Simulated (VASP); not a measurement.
Runs of VASP 6.6.1 on RbH2. The structure is that of space group R-3m (No. 166), or close to it. The cells are those of the table. 

```csv
task,cell,k mesh,cutoff (eV),gap on the mesh (eV),pressure (GPa),largest force (eV/Å)
single point,"a = 5.623 Å, angles 36.0°, 3 atoms",6 × 6 × 6,520,none,7.2,0.52
single point,"a = 5.052 Å, angles 47.1°, 3 atoms",12 × 12 × 12,520,none,0.0,-
single point,"a = 5.051 Å, angles 46.6°, 3 atoms",6 × 6 × 6,520,none,(a),0.01
relaxation of cell and atoms,"relaxed from a = 5.623 Å, angles 36.0°, 3 atoms",6 × 6 × 6,600,none,0.0,0.02
```

Alike in all rows: level PBE; potentials or basis VASP PAW PBE potentials, release 64 (Rb_sv, H); no spin polarisation; smearing gaussian 0.1 eV.

Estimate the missing entries.

(a) 0.1.

A k mesh can miss the band edges, and the runs leave out spin-orbit coupling on Rb.

A gap of «none» marks levels without a gap at the run's occupations.
